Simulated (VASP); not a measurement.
# NaH in VASP: a series of runs

NaH is run at these levels: PBEsol; tasks: single point.

Program: VASP 6.6.1. These are calculated values, not measurements. Logs are shortened: lines on timing, memory, paths and dates and some standing lists are left out, and cuts for length are marked.

## (1) The cell of the first run

The cell holds a wire or tube with vacuum around it, 2 atoms: a = 9.000 Å, b = 9.300 Å, c = 4.312 Å, α = 90.00°, β = 90.00°, γ = 90.00°.

## (2) Single point, PBEsol, collinear spin

File INCAR:

```
PREC = Accurate
ENCUT = 520
EDIFF = 1E-6
ISMEAR = 0
SIGMA = 0.05
LREAL = False
LASPH = True
NELM = 150
ALGO = Normal
ISIF = 2
LWAVE = False
LCHARG = False
ISPIN = 2
MAGMOM = 0.5 0
LORBIT = 11
GGA = PS
NBANDS = 15
```

File KPOINTS:

```
regular mesh
0
Gamma
  1 1 15
```

File POSCAR:

```
NaH
1.0
    9.0000000000      0.0000000000      0.0000000000
    0.0000000000      9.3000000000      0.0000000000
    0.0000000000      0.0000000000      4.3122397648
Na H
1 1
Direct
    0.5000000000      0.5000000000      0.0000000000
    0.5000000000      0.5000000000      0.4650000000
```

Potentials or basis: VASP PAW PBE potentials, release 64 (Na_pv, H).

Started as:

```console
> cat potpaw_PBE.64/Na_pv/POTCAR potpaw_PBE.64/H/POTCAR > POTCAR
> mpirun -np 1 vasp_std > vasp.out
```

OUTCAR:

```text
PREC = Accurate
   ENCUT = 520
   EDIFF = 1E-6
   ISMEAR = 0
   LREAL = False
   LASPH = True
   NELM = 150
   ISIF = 2
   ISPIN = 2
   LORBIT = 11
   GGA = PS

 ion  position               nearest neighbor table
   1  0.500  0.500  0.000-
   2  0.500  0.500  0.465-

  LATTYP: Found a simple orthorhombic cell.
 ALAT       =     4.3122397648
 B/A-ratio  =     2.0870824655
 C/A-ratio  =     2.1566518810

  Lattice vectors:

 A1 = (   0.0000000000,   0.0000000000,   4.3122397648)
 A2 = (   9.0000000000,   0.0000000000,   0.0000000000)
 A3 = (   0.0000000000,   9.3000000000,   0.0000000000)

Analysis of symmetry for initial positions (statically):
=====================================================================
 Subroutine PRICEL returns:
 Original cell was already a primitive cell.

 Routine SETGRP: Setting up the symmetry group for a
 simple orthorhombic supercell.

 Subroutine GETGRP returns: Found  4 space group operations
 (whereof  4 operations were pure point group operations)
 out of a pool of  8 trial point group operations.

The static configuration has the point symmetry C_2v.

Analysis of symmetry for dynamics (positions and initial velocities):
=====================================================================
 Subroutine PRICEL returns:
 Original cell was already a primitive cell.

 Routine SETGRP: Setting up the symmetry group for a
 simple orthorhombic supercell.

 Subroutine GETGRP returns: Found  4 space group operations
 (whereof  4 operations were pure point group operations)
 out of a pool of  8 trial point group operations.

The dynamic configuration has the point symmetry C_2v.

Analysis of structural, dynamic, and magnetic symmetry:
=====================================================================
 Subroutine PRICEL returns:
 Original cell was already a primitive cell.

 Routine SETGRP: Setting up the symmetry group for a
 simple orthorhombic supercell.

 Subroutine GETGRP returns: Found  4 space group operations
 (whereof  4 operations were pure point group operations)
 out of a pool of  8 trial point group operations.

The overall configuration has the point symmetry C_2v.

 Subroutine INISYM returns: Found  4 space group operations
 (whereof  4 operations are pure point group operations),
 and found     1 'primitive' translations

----------------------------------------------------------------------------------------

                                     Primitive cell

  volume of cell :     360.9345

  direct lattice vectors                    reciprocal lattice vectors
     9.000000000  0.000000000  0.000000000     0.111111111  0.000000000  0.000000000
     0.000000000  9.300000000  0.000000000     0.000000000  0.107526882  0.000000000
     0.000000000  0.000000000  4.312239765     0.000000000  0.000000000  0.231898052

  length of vectors
     9.000000000  9.300000000  4.312239765     0.111111111  0.107526882  0.231898052

  position of ions in fractional coordinates (direct lattice)
     0.500000000  0.500000000  0.000000000
     0.500000000  0.500000000  0.465000000

  ion indices of the primitive-cell ions
   primitive index   ion index
                 1           1
                 2           2

----------------------------------------------------------------------------------------

 KPOINTS: regular mesh

Automatic generation of k-mesh.
 Grid dimensions read from file:
 generate k-points for:    1    1   15

 Generating k-lattice:

  Cartesian coordinates                     Fractional coordinates (reciprocal lattice)
     0.111111111  0.000000000  0.000000000     1.000000000  0.000000000  0.000000000
     0.000000000  0.107526882  0.000000000     0.000000000  1.000000000  0.000000000
     0.000000000  0.000000000  0.015459870     0.000000000  0.000000000  0.066666667

  Length of vectors
     0.111111111  0.107526882  0.015459870

  Shift w.r.t. Gamma in fractional coordinates (k-lattice)
     0.000000000  0.000000000  0.000000000

 Subroutine IBZKPT returns following result:
 ===========================================

 Found      8 irreducible k-points:

 Following reciprocal coordinates:
            Coordinates               Weight
  0.000000  0.000000  0.000000      1.000000
  0.000000  0.000000  0.066667      2.000000
  0.000000  0.000000  0.133333      2.000000
  0.000000  0.000000  0.200000      2.000000
  0.000000  0.000000  0.266667      2.000000
  0.000000  0.000000  0.333333      2.000000
  0.000000  0.000000  0.400000      2.000000
  0.000000  0.000000  0.466667      2.000000
   k-points           NKPTS =      8   k-points in BZ     NKDIM =      8   number of bands    NBANDS=     15
   number of dos      NEDOS =    301   number of ions     NIONS =      2
   total plane-waves  NPLWV = 156800
   dimension x,y,z NGX =    70 NGY =   70 NGZ =   32
   dimension x,y,z NGXF=   140 NGYF=  140 NGZF=   64
   ions per type =               1   1
   NGX,Y,Z   is equivalent  to a cutoff of  12.93, 12.51, 12.34 a.u.
   NGXF,Y,Z  is equivalent  to a cutoff of  25.86, 25.03, 24.67 a.u.
 SYSTEM =  unknown system
   PREC   = accura    normal or accurate (medium, high low for compatibility)
   ISTART =      0    job   : 0-new  1-cont  2-samecut
   ICHARG =      2    charge: 1-file 2-atom 10-const
   ISPIN  =      2    spin polarized calculation?
   LNONCOLLINEAR =      F non collinear calculations
   LSORBIT =      F    spin-orbit coupling
   LASPH  =      T    aspherical Exc in radial PAW
   ENCUT  =  520.0 eV  38.22 Ry    6.18 a.u.  16.73 17.29  8.02*2*pi/ulx,y,z
   NELM   =    150;   NELMIN=  2; NELMDL= -5     # of ELM steps
   EDIFF  = 0.1E-05   stopping-criterion for ELM
   LREAL  =      F    real-space projection
[... 7 lines left out ...]
   TEBEG  =    0.0;   TEEND  =   0.0 temperature during run
   PSTRESS=    0.0 pullay stress
   NELECT =       8.0000    total number of electrons
   NUPDOWN=      -1.0000    fix difference up-down
   EMIN   =  10.00;   EMAX   =-10.00  energy-range for DOS
   EFERMI =   0.00;   METHOD = LEGACY
   ISMEAR =     0;   SIGMA  =   0.05  broadening in eV -4-tet -1-fermi 0-gaus
   EFERMI_NEDOS =   21; number of points for ismear=-14 and -15
   IALGO  =     38    algorithm
   IMIX   =      4    mixing-type and parameters
     AMIX     =   0.40;   BMIX     =  1.00
     AMIX_MAG =   1.60;   BMIX_MAG =  1.00
  volume/ion in A,a.u.               =     180.47      1217.85
  Fermi-wavevector in a.u.,A,eV,Ry     =   0.459863  0.869016  2.877281  0.211474
  Thomas-Fermi vector in A             =   1.446000
   LORBIT       =     11    0 simple, 1 ext, 2 COOP (PROOUT), +10 PAW based schemes
   GGA     = PS    functional components
   LHFCALC =     F    Hartree Fock is set to
   AEXX    =    0.0000 exact exchange contribution
   IVDW    =     0    specifies the selected vdW correction
   LEPSILON=     F    determine dielectric tensor
   LRPA    =     F    only Hartree local field effects (RPA)
 spin polarized calculation
 Gauss-broadening in eV      SIGMA  =   0.05
  energy-cutoff  :      520.00
  volume of cell :      360.93
 maximum number of plane-waves:      9740
 NGX is ok and might be reduce to    70

 number of electron       7.9999993 magnetization      -0.0001797

 number of electron       7.9999993 magnetization       0.0000956

 Free energy of the ion-electron system (eV)
  ---------------------------------------------------
  ext. energy  EPLUGINS =         0.00000000
  ---------------------------------------------------
  free energy    TOTEN  =        -4.24131139 eV

  energy without entropy =       -4.24131139  energy(sigma->0) =       -4.24131139

 E-fermi :  -3.9143     XC(G=0):  -1.6113

 val. band max:       -4.2274238191   @ k =   0.0000   0.0000   0.4667
 cond. band min:      -0.3568361704   @ k =   0.0000   0.0000   0.0000
 fundamental gap:      3.8705876487
 Fermi energy:        -3.9142842151

 spin component 1

 k-point     1 :       0.0000    0.0000    0.0000
  band No.  band energies     occupation
      1     -27.2220      1.00000
      2     -27.2220      1.00000
      3     -27.0453      1.00000
      4      -4.8668      1.00000
      5      -0.3568      0.00000
      6       0.1109      0.00000
      7       0.1716      0.00000
      8       1.0443      0.00000
      9       1.8439      0.00000
     10       2.4322      0.00000
     11       2.5166      0.00000
     12       2.5457      0.00000
     13       3.4908      0.00000
     14       5.0348      0.00000
[... 112 lines left out ...]
      1     -27.2217      1.00000
      2     -27.2217      1.00000
      3     -27.0525      1.00000
      4      -4.2274      1.00000
      5      -0.2119      0.00000
      6       1.6727      0.00000
      7       1.8288      0.00000
      8       1.8871      0.00000
      9       2.3626      0.00000
     10       2.4206      0.00000
     11       2.5260      0.00000
     12       2.8077      0.00000
     13       3.3483      0.00000
     14       4.1368      0.00000
     15       4.1809      0.00000
 Fermi energy:        -3.9142842151

 spin component 2

 k-point     1 :       0.0000    0.0000    0.0000
  band No.  band energies     occupation
      1     -27.2220      1.00000
      2     -27.2220      1.00000
      3     -27.0453      1.00000
      4      -4.8669      1.00000
      5      -0.3513      0.00000
      6       0.1122      0.00000
      7       0.1729      0.00000
      8       1.0456      0.00000
      9       1.8601      0.00000
     10       2.4350      0.00000
     11       2.5253      0.00000
     12       2.5523      0.00000
     13       3.4982      0.00000
     14       5.0350      0.00000
[... 113 lines left out ...]
      2     -27.2217      1.00000
      3     -27.0525      1.00000
      4      -4.2276      1.00000
      5      -0.2112      0.00000
      6       1.6782      0.00000
      7       1.8300      0.00000
      8       1.8883      0.00000
      9       2.3638      0.00000
     10       2.4218      0.00000
     11       2.5387      0.00000
     12       2.8092      0.00000
     13       3.3496      0.00000
     14       4.1526      0.00000
     15       4.1837      0.00000

------------------------ aborting loop because EDIFF is reached ----------------------------------------

  FORCE on cell =-STRESS in cart. coord.  units (eV):
  Direction    XX          YY          ZZ          XY          YZ          ZX
  --------------------------------------------------------------------------------------
  -------------------------------------------------------------------------------------
  Total       -0.0345500     -0.0293895     -1.2801939      0.0000000      0.0000000      0.0000000
  in kB       -0.1533663     -0.1304593     -5.6827425      0.0000000      0.0000000      0.0000000
  external PRESSURE =      -1.9888561 kB  Pullay stress =       0.0000000 kB

 VOLUME and BASIS-vectors are now :
 -----------------------------------------------------------------------------
  energy-cutoff  :      520.00
  volume of cell :      360.93
      direct lattice vectors                 reciprocal lattice vectors
     9.000000000  0.000000000  0.000000000     0.111111111  0.000000000  0.000000000
     0.000000000  9.300000000  0.000000000     0.000000000  0.107526882  0.000000000
     0.000000000  0.000000000  4.312239765     0.000000000  0.000000000  0.231898052

 POSITION                                       TOTAL-FORCE (eV/Angst)
 -----------------------------------------------------------------------------------
      4.50000      4.65000      0.00000         0.000000      0.000000     -0.464624
      4.50000      4.65000      2.00519         0.000000      0.000000      0.464624
 -----------------------------------------------------------------------------------
    total drift:                                0.000000      0.000000     -0.000100

  FREE ENERGIE OF THE ION-ELECTRON SYSTEM (eV)
  ---------------------------------------------------
  free  energy   TOTEN  =        -4.2413113933 eV

  energy  without entropy=       -4.2413113933  energy(sigma->0) =       -4.24131139

 total charge

# of ion       s       p       d       tot
------------------------------------------
    1        0.069   5.974   0.000   6.043
    2        0.486   0.000   0.000   0.486
--------------------------------------------------
tot          0.555   5.974   0.000   6.529

 magnetization (x)

# of ion       s       p       d       tot
------------------------------------------
    1        0.000  -0.000   0.000   0.000
    2       -0.000  -0.000   0.000  -0.000
--------------------------------------------------
tot         -0.000  -0.000   0.000  -0.000
```

Wall time 72 s (1 thread of Oxide Virtual Turin-like, shared host); peak memory 0.47 GiB.

What came out:

```
Free energy                                           : -4.2413 eV
Largest force                                         : 0.465 eV/Å
Band gap on the k mesh                                : 3.87 eV (least direct gap 4.02 eV)
Net moment                                            : 0.00 μB per cell
Valence electrons inside the program's atomic spheres : Na 6.04; H 0.49
```

Forces on the atoms (eV/Å):
```
Na   0.000  0.000 -0.465
H    0.000  0.000  0.465
```

Caveat: the PAW data sets were made with another functional, which shifts forces and pressure a little.

## (3) Single point, PBEsol, collinear spin

This run uses another cell than the first one, of the same volume but with other edges.

INCAR, as its differences from that of step 2:

```diff
@@ -2,3 +2,3 @@
 ENCUT = 520
-EDIFF = 1E-6
+EDIFF = 1E-7
 ISMEAR = 0
```

File KPOINTS:

```
Automatic mesh
0
Gamma
  1 1 17
```

File POSCAR:

```
NaH
1.0
   10.0000000000      0.0000000000      0.0000000000
    0.0000000000      9.3000000000      0.0000000000
    0.0000000000      0.0000000000      3.8810157883
Na H
1 1
Direct
    0.4514873026      0.5000000000      0.0000000000
    0.5485126974      0.5000000000      0.5000000000
```

Potentials or basis: VASP PAW PBE potentials, release 64 (Na_pv, H).

Started as:

```console
> cat potpaw_PBE.64/Na_pv/POTCAR potpaw_PBE.64/H/POTCAR > POTCAR
> mpirun -np 1 vasp_std > vasp.out
```

Wall time 2.6 min (1 thread of Oxide Virtual Turin-like, shared host); peak memory 0.53 GiB.

It converged, with:

| Property | Result |
| --- | --- |
| Free energy | -4.0926 eV |
| Largest force | 0.624 eV/Å |
| Band gap on the k mesh | 2.82 eV (least direct gap 3.67 eV) |
| Net moment | 0.00 μB per cell |
| Valence electrons inside the program's atomic spheres | Na 6.05; H 0.47 |

Forces on the atoms (eV/Å):
```
Na   0.624  0.000  0.000
H   -0.624  0.000  0.000
```

Levels at points of the mesh, in eV from the valence-band top:
Spin up:
```csv
k point,band 1,band 2,band 3,band 4,band 5,band 6,band 7,band 8,band 9
"(0.00, 0.00, 0.00)",-23.27,-23.25,-23.10,-0.85,2.82,3.91,4.20,4.82,5.68
```
Spin down:
| k point | band 1 | band 2 | band 3 | band 4 | band 5 | band 6 | band 7 | band 8 | band 9 |
| --- | --- | --- | --- | --- | --- | --- | --- | --- | --- |
| (0.00, 0.00, 0.00) | -23.27 | -23.25 | -23.10 | -0.85 | 2.82 | 3.91 | 4.20 | 4.82 | 5.68 |

Caveat: the PAW data sets were made with another functional, which shifts forces and pressure a little.

## (4) Single point, PBEsol, collinear spin

This run uses another cell than the first one.

File INCAR:

```
SYSTEM = NaH
  ALGO = Normal
  EDIFF = 1E-6
  ENCUT = 520
  GGA = PS
  ISIF = 2
  ISMEAR = 0
  ISPIN = 2
  LASPH = .TRUE.
  LCHARG = .FALSE.
  LORBIT = 11
  LREAL = .FALSE.
  LWAVE = .FALSE.
  MAGMOM = 0.5 0
  NBANDS = 15
  NELM = 150
  PREC = Accurate
  SIGMA = 0.05
```

File KPOINTS:

```
k-points
0
G
  1 1 28
  0 0 0
```

File POSCAR:

```
NaH
1.0
   10.9000000000      0.0000000000      0.0000000000
    0.0000000000      9.3000000000      0.0000000000
    0.0000000000      0.0000000000      2.2854870753
Na H
1 1
Direct
    0.4109858764      0.5000000000      0.0000000000
    0.5890141236      0.5000000000      0.5000000000
```

Started as:

```console
> cat potpaw_PBE.64/Na_pv/POTCAR potpaw_PBE.64/H/POTCAR > POTCAR
> mpirun -np 1 vasp_std > vasp.out
```

Wall time 2 min (1 thread of Oxide Virtual Turin-like, shared host); peak memory 0.4 GiB.

Results (log left out):

```yaml
Free_energy: -2.3096 eV
Largest_force: 0.437 eV/Å
Net_moment: 0.14 μB per cell
Site_moments: Na +0.01; H +0.03 μB
Valence_electrons_inside_the_program's_atomic_spheres: Na 6.11; H 0.42
```

Forces in eV/Å, atoms in the order of the input:
```
Na   0.437  0.000  0.000
H   -0.437  0.000  0.000
```

Levels at points of the mesh, in eV from the Fermi level:
Spin up:
```
           k point  band 2  band 3  band 4  band 5  band 6  band 7
(0.00, 0.00, 0.00)  -25.72  -25.39   -3.51   -0.41    1.62    3.11
(0.00, 0.00, 0.50)  -25.67  -25.54    0.61    5.61    6.48    7.77
```
Spin down:
```csv
k point,band 1,band 2,band 3,band 4,band 5,band 6,band 7,band 8
"(0.00, 0.00, 0.00)",-25.83,-25.71,-25.38,-3.31,-0.23,1.72,3.21,3.27
"(0.00, 0.00, 0.50)",-26.51,-25.66,-25.54,0.89,5.80,6.57,7.90,8.24
```

Caveat: a moment this small can come from the mesh or the smearing; the PAW data sets were made with another functional, which shifts forces and pressure a little.

## (5) The runs side by side

```csv
cell,k mesh,gap on the mesh (eV),moment (μB),largest force (eV/Å)
"a = 9.000, b = 9.300, c = 4.312 Å, 2 atoms, atomic positions A",1 × 1 × 15,3.87,0.00,0.46
"a = 10.000, b = 9.300, c = 3.881 Å, 2 atoms, atomic positions B",1 × 1 × 17,2.82,0.00,0.62
"a = 10.900, b = 9.300, c = 2.285 Å, 2 atoms, atomic positions C",1 × 1 × 28,none,0.14,0.44
```

Alike in all rows: task single point; level PBEsol; potentials or basis VASP PAW PBE potentials, release 64 (Na_pv, H); spin collinear; cutoff (eV) 520; smearing gaussian 0.05 eV.

Caveats: the PAW data sets were made with another functional, which shifts forces and pressure a little; a moment this small can come from the mesh or the smearing (at least some runs).

Total energies depend on the potentials used, so only differences within one code and one set of settings carry meaning.

The gap in the log of VASP goes by the Fermi energy; the results here count the filled bands.